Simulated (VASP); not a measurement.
# TaN (Fm-3m) in VASP: settings compared

TaN is run at these levels: r2SCAN+D3(BJ), r2SCAN+D4, r2SCAN+rVV10; tasks: single point.

All numbers are computed with VASP 6.6.1; they aren't measurements. Logs are shortened: lines on timing, memory, paths and dates and some standing lists are left out, and cuts for length are marked.

## (1) The cell of the first run

It takes space group Fm-3m (No. 225, cubic). The conventional cell has a = 4.388 Å, b = 4.388 Å, c = 4.388 Å, α = 90.00°, β = 90.00°, γ = 90.00°. Within 2.9 Å of Ta (site symmetry m-3m) lie 6 N at 2.19 Å. N (site symmetry m-3m) has 6 Ta at 2.19 Å within 2.9 Å.

## (2) Single point, r2SCAN+D3(BJ)

The input, POSCAR:

```
TaN
1.0
    0.0000000000      2.1940813467      2.1940813467
    2.1940813467      0.0000000000      2.1940813467
    2.1940813467      2.1940813467      0.0000000000
Ta N
1 1
Direct
    0.5000000000      0.5000000000      0.5000000000
    0.0000000000      0.0000000000      0.0000000000
```

The input, INCAR.step1:

```
SYSTEM = TaN
PREC = Accurate
ENCUT = 520
ISMEAR = -1
SIGMA = 0.05
LREAL = .FALSE.
LASPH = .TRUE.
NELM = 60
NBANDS = 15
GGA = PE
ALGO = Normal
EDIFF = 1E-4
LWAVE = .TRUE.
LCHARG = .FALSE.
```

The input, INCAR.step2:

```
SYSTEM = TaN
PREC = Accurate
ENCUT = 520
EDIFF = 1E-6
ISMEAR = -1
SIGMA = 0.05
LREAL = .FALSE.
LASPH = .TRUE.
NELM = 60
ALGO = Normal
ISIF = 2
LWAVE = .FALSE.
LCHARG = .TRUE.
METAGGA = R2SCAN
LMIXTAU = .TRUE.
IVDW = 12
VDW_S6 = 1.0
VDW_S8 = 0.78981345
VDW_A1 = 0.49484001
VDW_A2 = 5.73083694
LELF = .TRUE.
LVHAR = .TRUE.
NBANDS = 15
ISTART = 1
```

The input, KPOINTS:

```
regular mesh
0
G
  10 10 10
  0 0 0
```

Potentials or basis: VASP PAW PBE potentials, release 64 (Ta_pv, N).

The run is started by

```console
$ cat potpaw_PBE.64/Ta_pv/POTCAR potpaw_PBE.64/N/POTCAR > POTCAR
$ cp INCAR.step1 INCAR
$ mpirun -np 1 vasp_std > vasp.out
$ cp INCAR.step2 INCAR
$ mpirun -np 1 vasp_std > vasp.out
```

OUTCAR:

```text
SYSTEM = TaN
   PREC = Accurate
   ENCUT = 520
   EDIFF = 1E-6
   ISMEAR = -1
   LREAL = .FALSE.
   LASPH = .TRUE.
   NELM = 60
   ISIF = 2
   METAGGA = R2SCAN
   IVDW = 12
   ISTART = 1
 IVDW          = 12

 ion  position               nearest neighbor table
   1  0.500  0.500  0.500-   2 2.19   2 2.19   2 2.19   2 2.19   2 2.19   2 2.19
   2  0.000  0.000  0.000-   1 2.19   1 2.19   1 2.19   1 2.19   1 2.19   1 2.19

  LATTYP: Found a face centered cubic cell.
 ALAT       =     4.3881626934

  Lattice vectors:

 A1 = (   0.0000000000,   2.1940813467,   2.1940813467)
 A2 = (   2.1940813467,   0.0000000000,   2.1940813467)
 A3 = (   2.1940813467,   2.1940813467,   0.0000000000)

Analysis of symmetry for initial positions (statically):
=====================================================================
 Subroutine PRICEL returns:
 Original cell was already a primitive cell.

 Routine SETGRP: Setting up the symmetry group for a
 face centered cubic supercell.

 Subroutine GETGRP returns: Found 48 space group operations
 (whereof 48 operations were pure point group operations)
 out of a pool of 48 trial point group operations.

The static configuration has the point symmetry O_h .

Analysis of symmetry for dynamics (positions and initial velocities):
=====================================================================
 Subroutine PRICEL returns:
 Original cell was already a primitive cell.

 Routine SETGRP: Setting up the symmetry group for a
 face centered cubic supercell.

 Subroutine GETGRP returns: Found 48 space group operations
 (whereof 48 operations were pure point group operations)
 out of a pool of 48 trial point group operations.

The dynamic configuration has the point symmetry O_h .

 Subroutine INISYM returns: Found 48 space group operations
 (whereof 48 operations are pure point group operations),
 and found     1 'primitive' translations

----------------------------------------------------------------------------------------

                                     Primitive cell

  volume of cell :      21.1246

  direct lattice vectors                    reciprocal lattice vectors
     0.000000000  2.194081347  2.194081347    -0.227885808  0.227885808  0.227885808
     2.194081347  0.000000000  2.194081347     0.227885808 -0.227885808  0.227885808
     2.194081347  2.194081347  0.000000000     0.227885808  0.227885808 -0.227885808

  length of vectors
     3.102899597  3.102899597  3.102899597     0.394709797  0.394709797  0.394709797

  position of ions in fractional coordinates (direct lattice)
     0.500000000  0.500000000  0.500000000
     0.000000000  0.000000000  0.000000000

  ion indices of the primitive-cell ions
   primitive index   ion index
                 1           1
                 2           2

----------------------------------------------------------------------------------------

 KPOINTS: regular mesh

Automatic generation of k-mesh.
 Grid dimensions read from file:
 generate k-points for:   10   10   10

 Generating k-lattice:

  Cartesian coordinates                     Fractional coordinates (reciprocal lattice)
    -0.022788581  0.022788581  0.022788581     0.100000000  0.000000000  0.000000000
     0.022788581 -0.022788581  0.022788581     0.000000000  0.100000000  0.000000000
     0.022788581  0.022788581 -0.022788581     0.000000000  0.000000000  0.100000000

  Length of vectors
     0.039470980  0.039470980  0.039470980

  Shift w.r.t. Gamma in fractional coordinates (k-lattice)
     0.000000000  0.000000000  0.000000000

 Subroutine IBZKPT returns following result:
 ===========================================

 Found     47 irreducible k-points:

 Following reciprocal coordinates:
            Coordinates               Weight
  0.000000  0.000000  0.000000      1.000000
  0.100000  0.000000  0.000000      8.000000
  0.200000  0.000000  0.000000      8.000000
  0.300000  0.000000  0.000000      8.000000
  0.400000  0.000000  0.000000      8.000000
  0.500000  0.000000  0.000000      4.000000
[... 16 lines left out ...]
  0.300000  0.300000  0.000000      6.000000
  0.400000  0.300000  0.000000     24.000000
 [... further k-points ...]
   k-points           NKPTS =     47   k-points in BZ     NKDIM =     47   number of bands    NBANDS=     15
   number of dos      NEDOS =    301   number of ions     NIONS =      2
   total plane-waves  NPLWV =  13824
   dimension x,y,z NGX =    24 NGY =   24 NGZ =   24
   dimension x,y,z NGXF=    48 NGYF=   48 NGZF=   48
   ions per type =               1   1
   NGX,Y,Z   is equivalent  to a cutoff of  12.86, 12.86, 12.86 a.u.
   NGXF,Y,Z  is equivalent  to a cutoff of  25.72, 25.72, 25.72 a.u.
 SYSTEM =  TaN
   PREC   = accura    normal or accurate (medium, high low for compatibility)
   ISTART =      1    job   : 0-new  1-cont  2-samecut
   ICHARG =      0    charge: 1-file 2-atom 10-const
   ISPIN  =      1    spin polarized calculation?
   LNONCOLLINEAR =      F non collinear calculations
   LSORBIT =      F    spin-orbit coupling
   LASPH  =      T    aspherical Exc in radial PAW
   ENCUT  =  520.0 eV  38.22 Ry    6.18 a.u.   5.77  5.77  5.77*2*pi/ulx,y,z
   NELM   =     60;   NELMIN=  2; NELMDL=  0     # of ELM steps
   EDIFF  = 0.1E-05   stopping-criterion for ELM
   LREAL  =      F    real-space projection
   EDIFFG = 0.1E-04   stopping-criterion for IOM
   NSW    =      0    number of steps for IOM
   IBRION =     -1    ionic relax: 0-MD 1-quasi-New 2-CG
   NFREE  =      0    steps in history (QN), initial steepest desc. (CG)
   ISIF   =      2    stress and relaxation
   ISYM   =      2    0-nonsym 1-usesym 2-fastsym
   POTIM  = 0.5000    time-step for ionic-motion
   TEBEG  =    0.0;   TEEND  =   0.0 temperature during run
   PSTRESS=    0.0 pullay stress
   NELECT =      16.0000    total number of electrons
   NUPDOWN=      -1.0000    fix difference up-down
   EMIN   =  10.00;   EMAX   =-10.00  energy-range for DOS
   EFERMI =   0.00;   METHOD = LEGACY
   ISMEAR =    -1;   SIGMA  =   0.05  broadening in eV -4-tet -1-fermi 0-gaus
   EFERMI_NEDOS =   21; number of points for ismear=-14 and -15
   IALGO  =     38    algorithm
   IMIX   =      4    mixing-type and parameters
     AMIX     =   0.40;   BMIX     =  1.00
     AMIX_MAG =   1.60;   BMIX_MAG =  1.00
  volume/ion in A,a.u.               =      10.56        71.28
  Fermi-wavevector in a.u.,A,eV,Ry     =   1.492286  2.820012 30.299057  2.226918
  Thomas-Fermi vector in A             =   2.604833
   LORBIT       =      0    0 simple, 1 ext, 2 COOP (PROOUT), +10 PAW based schemes
   METAGGA = R2SCAN    functional components
   LHFCALC =     F    Hartree Fock is set to
   AEXX    =    0.0000 exact exchange contribution
   IVDW    =    12    specifies the selected vdW correction
   LEPSILON=     F    determine dielectric tensor
   LRPA    =     F    only Hartree local field effects (RPA)
 non-spin polarized calculation
  energy-cutoff  :      520.00
  volume of cell :       21.12
 maximum number of plane-waves:       588
   NGX = 11   NGY = 11   NGZ = 11

 number of electron      16.0000002 magnetization

 Free energy of the ion-electron system (eV)
  ---------------------------------------------------
  ext. energy  EPLUGINS =         0.00000000
  ---------------------------------------------------
  free energy    TOTEN  =       -59.63807817 eV

  energy without entropy =      -59.63244850  energy(sigma->0) =      -59.63526334

 E-fermi :   9.7126     XC(G=0): -14.5005

 val. band max:        9.6044890371   @ k =  -0.2000   0.2000   0.0000
 cond. band min:       9.7498125950   @ k =  -0.3000   0.3000   0.1000
 fundamental gap:      0.1453235579
 Fermi energy:         9.7125858979

 k-point     1 :       0.0000    0.0000    0.0000
  band No.  band energies     occupation
      1     -27.4640      2.00000
      2     -27.4640      2.00000
      3     -27.4640      2.00000
      4     -10.3761      2.00000
      5       5.5319      2.00000
      6       5.5319      2.00000
      7       5.5319      2.00000
      8       7.4988      2.00000
      9       7.4988      2.00000
     10       7.4988      2.00000
     11       9.8121      0.24044
     12       9.8121      0.24044
     13      11.5254      0.00000
     14      19.2345      0.00000
     15      19.6645      0.00000

 k-point     2 :       0.1000    0.0000    0.0000
  band No.  band energies     occupation
      1     -27.5570      2.00000
      2     -27.4722      2.00000
      3     -27.4722      2.00000
      4     -10.1303      2.00000
      5       4.4121      2.00000
      6       4.7766      2.00000
      7       4.7766      2.00000
      8       7.8677      2.00000
      9       7.8677      2.00000
     10       7.9381      2.00000
     11      10.7529      0.00000
     12      10.7529      0.00000
     13      12.2451      0.00000
     14      19.2343      0.00000
     15      20.4137      0.00000

 k-point     3 :       0.2000    0.0000    0.0000
  band No.  band energies     occupation
      1     -27.7927      2.00000
      2     -27.4932      2.00000
      3     -27.4932      2.00000
      4      -9.4617      2.00000
      5       2.5144      2.00000
      6       3.5436      2.00000
      7       3.5436      2.00000
      8       8.5262      2.00000
      9       8.7125      2.00000
     10       8.7125      2.00000
     11      12.7195      0.00000
     12      12.7195      0.00000
     13      13.7612      0.00000
     14      19.2340      0.00000
     15      22.1137      0.00000

 k-point     4 :       0.3000    0.0000    0.0000
  band No.  band energies     occupation
      1     -28.0703      2.00000
      2     -27.5191      2.00000
      3     -27.5191      2.00000
      4      -8.5566      2.00000
      5       0.7103      2.00000
      6       2.5180      2.00000
      7       2.5180      2.00000
      8       9.3930      1.99666
      9       9.8891      0.05694
     10       9.8891      0.05694
     11      14.8762      0.00000
     12      14.8762      0.00000
     13      14.9765      0.00000
     14      19.2327      0.00000
     15      22.5927      0.00000
[... 307 lines left out ...]
 k-point    22 :      -0.2000    0.2000    0.0000
  band No.  band energies     occupation
      1     -28.0197      2.00000
      2     -27.6908      2.00000
      3     -27.5091      2.00000
      4      -8.4910      2.00000
      5       0.6114      2.00000
      6       2.2331      2.00000
      7       3.0383      2.00000
      8       9.2386      1.99985
      9       9.6045      1.79356
     10      11.4438      0.00000
     11      12.0634      0.00000
     12      16.1284      0.00000
     13      16.5134      0.00000
     14      19.2325      0.00000
     15      23.1586      0.00000

 k-point    23 :       0.3000    0.3000    0.0000
  band No.  band energies     occupation
      1     -27.9948      2.00000
      2     -27.6582      2.00000
      3     -27.6582      2.00000
      4      -8.9513      2.00000
      5       1.0415      2.00000
      6       4.4193      2.00000
      7       4.4193      2.00000
      8       4.9531      2.00000
      9      11.0905      0.00000
     10      12.1661      0.00000
     11      12.1661      0.00000
     12      12.9193      0.00000
     13      18.5625      0.00000
     14      19.2346      0.00000
     15      23.5030      0.00000

 k-point    24 :       0.4000    0.3000    0.0000
  band No.  band energies     occupation
      1     -28.1001      2.00000
      2     -27.7159      2.00000
      3     -27.6889      2.00000
      4      -8.8207      2.00000
      5       1.2677      2.00000
      6       3.4433      2.00000
      7       4.0974      2.00000
      8       5.6196      2.00000
      9      11.9671      0.00000
     10      12.6757      0.00000
     11      12.7649      0.00000
     12      13.8868      0.00000
     13      18.6544      0.00000
     14      19.2360      0.00000
     15      21.1371      0.00000

 [... further k-points ...]

------------------------ aborting loop because EDIFF is reached ----------------------------------------

 Edisp (eV)   -0.44952

 E8    (eV) :    -0.1669

  FORCE on cell =-STRESS in cart. coord.  units (eV):
  Direction    XX          YY          ZZ          XY          YZ          ZX
  --------------------------------------------------------------------------------------
  -------------------------------------------------------------------------------------
  Total       0.05494     0.05494     0.05494     0.00000     0.00000     0.00000
  in kB       4.16653     4.16653     4.16653     0.00000     0.00000     0.00000
  external pressure =        4.17 kB  Pullay stress =        0.00 kB

 VOLUME and BASIS-vectors are now :
 -----------------------------------------------------------------------------
  energy-cutoff  :      520.00
  volume of cell :       21.12
      direct lattice vectors                 reciprocal lattice vectors
     0.000000000  2.194081347  2.194081347    -0.227885808  0.227885808  0.227885808
     2.194081347  0.000000000  2.194081347     0.227885808 -0.227885808  0.227885808
     2.194081347  2.194081347  0.000000000     0.227885808  0.227885808 -0.227885808

 POSITION                                       TOTAL-FORCE (eV/Angst)
 -----------------------------------------------------------------------------------
      2.19408      2.19408      2.19408         0.000000      0.000000      0.000000
      0.00000      0.00000      0.00000         0.000000     -0.000000     -0.000000
 -----------------------------------------------------------------------------------
    total drift:                                0.000000     -0.000000     -0.000000

  FREE ENERGIE OF THE ION-ELECTRON SYSTEM (eV)
  ---------------------------------------------------
  free  energy   TOTEN  =       -60.0876021396 eV

  energy  without entropy=      -60.0819724705  energy(sigma->0) =      -60.08478731
```

Wall time 68 s (1 thread of Intel Xeon 8259CL, shared host); peak memory 0.16 GiB.

What came out:

* Free energy: -60.0876 eV
* Pressure: 0.4 GPa
* Band gap on the k mesh: zero (bands 8 and 9 overlap by 4.13 eV)
* Dispersion energy per atom: -0.225 eV

Levels at points of the mesh, in eV from the Fermi level:
```csv
k point,band 4,band 5,band 6,band 7,band 8,band 9,band 10,band 11,band 12,band 13
"(0.00, 0.00, 0.00)",-20.09,-4.18,-4.18,-4.18,-2.21,-2.21,-2.21,0.10,0.10,1.81
"(0.50, 0.00, 0.00)",-17.04,-10.91,-8.07,-8.07,1.91,1.91,2.06,4.08,7.87,7.87
"(0.50, 0.50, 0.00)",-18.86,-7.12,-5.69,-5.03,-5.03,2.20,3.55,3.55,4.76,7.43
```

Caveat: three body term missing; the PAW data sets were made with another functional, which shifts forces and pressure a little; spin-orbit coupling is left out, which moves the levels of the heavy elements.

(Continued in part 2 of 2.)
